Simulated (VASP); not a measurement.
# GaSb (I-4m2) in VASP: further runs, part 3 of 3

VASP 6.6.1.

### Step 4. Single point, LDA

This run uses another cell than the first one, of 24.04 Å³/atom, 1.007 times its volume.

INCAR

```
  PREC = Accurate
  ENCUT = 520
  EDIFF = 1E-6
  ISMEAR = 0
  SIGMA = 0.02
  LREAL = False
  LASPH = True
  NELM = 80
  ALGO = Normal
  ISIF = 2
  LWAVE = False
  LCHARG = False
  NBANDS = 16
```

KPOINTS

```
regular mesh
0
Gamma
  8 8 8
```

POSCAR

```
GaSb
1.0
   -2.7534340000      2.7534340000      1.5854046433
    2.7534340000     -2.7534340000      1.5854046433
    2.7534340000      2.7534340000     -1.5854046433
Ga Sb
1 1
Direct
    0.2500000000      0.7500000000      0.5000000000
    0.0000000000      0.0000000000      0.0000000000
```

Potentials or basis: VASP PAW LDA potentials, release 64 (Ga_d, Sb).

On the command line:

```console
$ cat potpaw_LDA.64/Ga_d/POTCAR potpaw_LDA.64/Sb/POTCAR > POTCAR
$ mpirun -np 1 vasp_std > vasp.out
```

OUTCAR:

```text
PREC = Accurate
   ENCUT = 520
   EDIFF = 1E-6
   ISMEAR = 0
   LREAL = False
   LASPH = True
   NELM = 80
   ISIF = 2

 ion  position               nearest neighbor table
   1  0.250  0.750  0.500-   2 2.87   2 2.87   2 2.87   2 2.87
   2  0.000  0.000  0.000-   1 2.87   1 2.87   1 2.87   1 2.87

  LATTYP: Found a body centered tetragonal cell.
 ALAT       =     5.5068680000
 C/A-ratio  =     0.5757917725

  Lattice vectors:

 A1 = (  -2.7534340000,   2.7534340000,   1.5854046433)
 A2 = (   2.7534340000,  -2.7534340000,   1.5854046433)
 A3 = (   2.7534340000,   2.7534340000,  -1.5854046433)

Analysis of symmetry for initial positions (statically):
=====================================================================
 Subroutine PRICEL returns:
 Original cell was already a primitive cell.

 Routine SETGRP: Setting up the symmetry group for a
 body centered tetragonal supercell.

 Subroutine GETGRP returns: Found  8 space group operations
 (whereof  8 operations were pure point group operations)
 out of a pool of 16 trial point group operations.

The static configuration has the point symmetry D_2d.

Analysis of symmetry for dynamics (positions and initial velocities):
=====================================================================
 Subroutine PRICEL returns:
 Original cell was already a primitive cell.

 Routine SETGRP: Setting up the symmetry group for a
 body centered tetragonal supercell.

 Subroutine GETGRP returns: Found  8 space group operations
 (whereof  8 operations were pure point group operations)
 out of a pool of 16 trial point group operations.

The dynamic configuration has the point symmetry D_2d.

 Subroutine INISYM returns: Found  8 space group operations
 (whereof  8 operations are pure point group operations),
 and found     1 'primitive' translations

----------------------------------------------------------------------------------------

                                     Primitive cell

  volume of cell :      48.0783

  direct lattice vectors                    reciprocal lattice vectors
    -2.753434000  2.753434000  1.585404643     0.000000000  0.181591424  0.315376899
     2.753434000 -2.753434000  1.585404643     0.181591424  0.000000000  0.315376899
     2.753434000  2.753434000 -1.585404643     0.181591424  0.181591424  0.000000000

  length of vectors
     4.204319858  4.204319858  4.204319858     0.363920367  0.363920367  0.256809054

  position of ions in fractional coordinates (direct lattice)
     0.250000000  0.750000000  0.500000000
     0.000000000  0.000000000  0.000000000

  ion indices of the primitive-cell ions
   primitive index   ion index
                 1           1
                 2           2

----------------------------------------------------------------------------------------

 KPOINTS: regular mesh

Automatic generation of k-mesh.
 Grid dimensions read from file:
 generate k-points for:    8    8    8

 Generating k-lattice:

  Cartesian coordinates                     Fractional coordinates (reciprocal lattice)
     0.000000000  0.022698928  0.039422112     0.125000000  0.000000000  0.000000000
     0.022698928  0.000000000  0.039422112     0.000000000  0.125000000  0.000000000
     0.022698928  0.022698928  0.000000000     0.000000000  0.000000000  0.125000000

  Length of vectors
     0.045490046  0.045490046  0.032101132

  Shift w.r.t. Gamma in fractional coordinates (k-lattice)
     0.000000000  0.000000000  0.000000000

 Subroutine IBZKPT returns following result:
 ===========================================

 Found     59 irreducible k-points:

 Following reciprocal coordinates:
            Coordinates               Weight
  0.000000  0.000000  0.000000      1.000000
  0.125000  0.000000 -0.000000      8.000000
  0.250000  0.000000 -0.000000      8.000000
  0.375000  0.000000 -0.000000      8.000000
  0.500000  0.000000 -0.000000      4.000000
  0.125000  0.125000 -0.000000      8.000000
[... 16 lines left out ...]
  0.250000  0.125000  0.125000     16.000000
  0.375000  0.125000  0.125000      8.000000
 [... further k-points ...]
   k-points           NKPTS =     59   k-points in BZ     NKDIM =     59   number of bands    NBANDS=     16
   number of dos      NEDOS =    301   number of ions     NIONS =      2
   total plane-waves  NPLWV =  32768
   dimension x,y,z NGX =    32 NGY =   32 NGZ =   32
   dimension x,y,z NGXF=    64 NGYF=   64 NGZF=   64
   ions per type =               1   1
   NGX,Y,Z   is equivalent  to a cutoff of  12.65, 12.65, 12.65 a.u.
   NGXF,Y,Z  is equivalent  to a cutoff of  25.31, 25.31, 25.31 a.u.
 SYSTEM =  unknown system
   PREC   = accura    normal or accurate (medium, high low for compatibility)
   ISTART =      0    job   : 0-new  1-cont  2-samecut
   ICHARG =      2    charge: 1-file 2-atom 10-const
   ISPIN  =      1    spin polarized calculation?
   LNONCOLLINEAR =      F non collinear calculations
   LSORBIT =      F    spin-orbit coupling
   LASPH  =      T    aspherical Exc in radial PAW
   ENCUT  =  520.0 eV  38.22 Ry    6.18 a.u.   7.82  7.82  7.82*2*pi/ulx,y,z
   NELM   =     80;   NELMIN=  2; NELMDL= -5     # of ELM steps
   EDIFF  = 0.1E-05   stopping-criterion for ELM
   LREAL  =      F    real-space projection
   EDIFFG = 0.1E-04   stopping-criterion for IOM
   NSW    =      0    number of steps for IOM
   IBRION =     -1    ionic relax: 0-MD 1-quasi-New 2-CG
   NFREE  =      0    steps in history (QN), initial steepest desc. (CG)
   ISIF   =      2    stress and relaxation
   ISYM   =      2    0-nonsym 1-usesym 2-fastsym
   POTIM  = 0.5000    time-step for ionic-motion
   TEBEG  =    0.0;   TEEND  =   0.0 temperature during run
   PSTRESS=    0.0 pullay stress
   NELECT =      18.0000    total number of electrons
   NUPDOWN=      -1.0000    fix difference up-down
   EMIN   =  10.00;   EMAX   =-10.00  energy-range for DOS
   EFERMI =   0.00;   METHOD = LEGACY
   ISMEAR =     0;   SIGMA  =   0.02  broadening in eV -4-tet -1-fermi 0-gaus
   EFERMI_NEDOS =   21; number of points for ismear=-14 and -15
   IALGO  =     38    algorithm
   IMIX   =      4    mixing-type and parameters
     AMIX     =   0.40;   BMIX     =  1.00
     AMIX_MAG =   1.60;   BMIX_MAG =  1.00
  volume/ion in A,a.u.               =      24.04       162.22
  Fermi-wavevector in a.u.,A,eV,Ry     =   1.179911  2.229708 18.941888  1.392190
  Thomas-Fermi vector in A             =   2.316213
   LORBIT       =      0    0 simple, 1 ext, 2 COOP (PROOUT), +10 PAW based schemes
   GGA     = CA    functional components
   LHFCALC =     F    Hartree Fock is set to
   AEXX    =    0.0000 exact exchange contribution
   IVDW    =     0    specifies the selected vdW correction
   LEPSILON=     F    determine dielectric tensor
   LRPA    =     F    only Hartree local field effects (RPA)
 non-spin polarized calculation
 Gauss-broadening in eV      SIGMA  =   0.02
  energy-cutoff  :      520.00
  volume of cell :       48.08
 maximum number of plane-waves:      1318
   NGX = 15   NGY = 15   NGZ = 15

 number of electron      17.9999996 magnetization

 Free energy of the ion-electron system (eV)
  ---------------------------------------------------
  ext. energy  EPLUGINS =         0.00000000
  ---------------------------------------------------
  free energy    TOTEN  =        -8.34278514 eV

  energy without entropy =       -8.34250953  energy(sigma->0) =       -8.34264733

 E-fermi :   6.4228     XC(G=0): -10.4718

 val. band max:        6.4205292742   @ k =   0.5000   0.5000  -0.0000
 cond. band min:       6.4358098853   @ k =  -0.2500   0.5000   0.1250
 fundamental gap:      0.0152806111
 Fermi energy:         6.4228215918

 k-point     1 :       0.0000    0.0000    0.0000
  band No.  band energies     occupation
      1      -8.6520      2.00000
      2      -8.5652      2.00000
      3      -8.5578      2.00000
      4      -8.5375      2.00000
      5      -8.5375      2.00000
      6      -5.5542      2.00000
[... 8 lines left out ...]
     15      16.1594      0.00000
     16      16.9651      0.00000
[... 419 lines left out ...]
 k-point    24 :       0.3750    0.1250    0.1250
  band No.  band energies     occupation
      1      -8.6025      2.00000
      2      -8.5934      2.00000
      3      -8.5735      2.00000
      4      -8.5352      2.00000
      5      -8.5134      2.00000
      6      -1.7841      2.00000
[... 8 lines left out ...]
     15      15.2209      0.00000
     16      15.5029      0.00000

 [... further k-points ...]

------------------------ aborting loop because EDIFF is reached ----------------------------------------

  FORCE on cell =-STRESS in cart. coord.  units (eV):
  Direction    XX          YY          ZZ          XY          YZ          ZX
  --------------------------------------------------------------------------------------
  -------------------------------------------------------------------------------------
  Total       -1.4122504     -1.4122504     -0.7909585      0.0000000      0.0000000      0.0000000
  in kB      -47.0622660    -47.0622660    -26.3581435      0.0000000      0.0000000      0.0000000
  external PRESSURE =     -40.1608919 kB  Pullay stress =       0.0000000 kB

 VOLUME and BASIS-vectors are now :
 -----------------------------------------------------------------------------
  energy-cutoff  :      520.00
  volume of cell :       48.08
      direct lattice vectors                 reciprocal lattice vectors
    -2.753434000  2.753434000  1.585404643     0.000000000  0.181591424  0.315376899
     2.753434000 -2.753434000  1.585404643     0.181591424  0.000000000  0.315376899
     2.753434000  2.753434000 -1.585404643     0.181591424  0.181591424  0.000000000

 POSITION                                       TOTAL-FORCE (eV/Angst)
 -----------------------------------------------------------------------------------
      2.75343      0.00000      0.79270        -0.000000      0.000000      0.000000
      0.00000      0.00000      0.00000         0.000000     -0.000000     -0.000000
 -----------------------------------------------------------------------------------
    total drift:                               -0.000000      0.000000     -0.000000

  FREE ENERGIE OF THE ION-ELECTRON SYSTEM (eV)
  ---------------------------------------------------
  free  energy   TOTEN  =        -8.3427851382 eV

  energy  without entropy=       -8.3425095262  energy(sigma->0) =       -8.34264733
```

stdout:

```text
POSCAR found type information on POSCAR GaSb
 POSCAR found :  2 types and       2 ions
 scaLAPACK will be used
 LDA part: xc-table for (Slater(with rela. corr.)+CA(PZ))
 , standard interpolation
 POSCAR, INCAR and KPOINTS ok, starting setup
 FFT: planning ... GRIDC
 FFT: planning ... GRID_SOFT
 FFT: planning ... GRID
 WAVECAR not read
 entering main loop
```

Wall time 23 s (1 thread of Intel Xeon 6975P-C, shared host); peak memory 0.18 GiB.

What came out:

```yaml
Free_energy: -8.3428 eV
Pressure: -4.0 GPa
Band_gap_on_the_k_mesh: zero (band 9 reaches 8.18 eV, above the bottom of band 10 at 4.38 eV)
```

Caveat: spin-orbit coupling is left out, which moves the levels of the heavy elements.

### Step 5. Single point, LDA

This run uses another cell than the first one, of 24.12 Å³/atom, 1.010 times its volume.

INCAR

```
  PREC = Accurate
  ENCUT = 520
  EDIFF = 1E-7
  ISMEAR = 0
  SIGMA = 0.02
  LREAL = False
  LASPH = True
  NELM = 60
  ALGO = Normal
  ISIF = 2
  LWAVE = False
  LCHARG = True
  LELF = True
  LVHAR = True
  NBANDS = 16
```

KPOINTS

```
Automatic mesh
0
Gamma
  8 8 8
```

POSCAR

```
GaSb
1.0
   -2.7534340000      2.7534340000      1.5907070000
    2.7534340000     -2.7534340000      1.5907070000
    2.7534340000      2.7534340000     -1.5907070000
Ga Sb
1 1
Direct
    0.2500000000      0.7500000000      0.5000000000
    0.0000000000      0.0000000000      0.0000000000
```

On the command line:

```console
$ cat potpaw_LDA.64/Ga_d/POTCAR potpaw_LDA.64/Sb/POTCAR > POTCAR
$ mpirun -np 1 vasp_std > vasp.out
```

Run time: 31 s. Hardware: 1 thread of Intel Xeon 6975P-C, shared host; peak memory 0.18 GiB.

Results (log left out):

```
Free energy            : -8.3400 eV
Pressure               : -4.1 GPa
Band gap on the k mesh : zero (band 9 reaches 8.15 eV, above the bottom of band 10 at 4.35 eV)
```

Stress tensor (GPa, compression positive):
```
-4.70  0.00  0.00
 0.00 -4.70  0.00
 0.00  0.00 -3.00
```

Levels at points of the mesh, in eV from the Fermi level:
```
           k point  band 5  band 6  band 7  band 8  band 9  band 10  band 11  band 12  band 13  band 14
(0.00, 0.00, 0.00)  -14.97  -11.96   -3.06   -1.87   -1.87     3.48     4.92     7.00     7.00     7.32
(0.50, 0.00, 0.00)  -14.95   -8.36   -5.63   -2.49   -1.50    -1.18     2.43     3.20     5.05     8.00
(0.50, 0.50, 0.00)  -14.96  -10.49   -8.07    0.00    1.75     2.07     2.32     4.49     6.43     8.32
(0.50, 0.50, 0.50)  -14.96   -9.35   -6.00   -4.94   -4.94     3.39     4.87    10.20    10.20    12.21
```

Caveat: spin-orbit coupling is left out, which moves the levels of the heavy elements.

### Step 6. Single point, LDA

This run uses another cell than the first one, of 24.20 Å³/atom, 1.013 times its volume.

INCAR

```
SYSTEM = GaSb
PREC = Accurate
ENCUT = 520
EDIFF = 1E-6
ISMEAR = 0
SIGMA = 0.02
LREAL = .False.
LASPH = .True.
NELM = 100
ALGO = Normal
ISIF = 2
LWAVE = .False.
LCHARG = .False.
GGA = CA
NBANDS = 16
```

KPOINTS

```
Automatic mesh
0
Gamma
  8 8 8
  0 0 0
```

POSCAR

```
GaSb
1.0
   -2.7534340000      2.7534340000      1.5960093567
    2.7534340000     -2.7534340000      1.5960093567
    2.7534340000      2.7534340000     -1.5960093567
Ga Sb
1 1
Direct
    0.2500000000      0.7500000000      0.5000000000
    0.0000000000      0.0000000000      0.0000000000
```

Potentials or basis: VASP PAW LDA potentials, release 64 (Ga_d, Sb).

On the command line:

```console
$ cat potpaw_LDA.64/Ga_d/POTCAR potpaw_LDA.64/Sb/POTCAR > POTCAR
$ mpirun -np 1 vasp_std > vasp.out
```

Run time: 26 s. Hardware: 1 thread of Intel Xeon 6975P-C, shared host; peak memory 0.18 GiB.

The run converged. Its results:

```
Free energy            : -8.3368 eV
Pressure               : -4.3 GPa
Band gap on the k mesh : zero (band 9 reaches 8.12 eV, above the bottom of band 10 at 4.32 eV)
```

Stress tensor (GPa, compression positive):
```
-4.78  0.00  0.00
 0.00 -4.78  0.00
 0.00  0.00 -3.31
```

Levels at points of the mesh, in eV from the Fermi level:
```tsv
k point	band 7	band 8	band 9	band 10	band 11	band 12
(0.00, 0.00, 0.00)	-3.04	-1.85	-1.85	3.49	4.85	6.99
(0.50, 0.00, 0.00)	-5.63	-2.49	-1.51	-1.18	2.42	3.19
(0.50, 0.50, 0.00)	-8.05	0.01	1.75	2.08	2.33	4.43
(0.50, 0.50, 0.50)	-5.99	-4.93	-4.93	3.32	4.80	10.18
```

Caveat: spin-orbit coupling is left out, which moves the levels of the heavy elements.

### Step 7. Summary

```csv
cell,gap on the mesh (eV),pressure (GPa)
"a = 4.200 Å, angles 98.1, 98.1, 136.0°, 2 atoms",none,-3.7
"a = 4.202 Å, angles 98.1, 98.1, 135.8°, 2 atoms",none,-3.9
"a = 4.204 Å, angles 98.2, 98.2, 135.7°, 2 atoms",none,-4.0
"a = 4.206 Å, angles 98.2, 98.2, 135.6°, 2 atoms",none,-4.1
"a = 4.208 Å, angles 98.3, 98.3, 135.4°, 2 atoms",none,-4.3
```

Alike in all rows: task single point; level LDA; potentials or basis VASP PAW LDA potentials, release 64 (Ga_d, Sb); no spin polarisation; k mesh 8 × 8 × 8; cutoff (eV) 520; smearing gaussian 0.02 eV.

Caveats: spin-orbit coupling is left out, which moves the levels of the heavy elements.

Absolute energies hang on the potentials; compare differences alone.
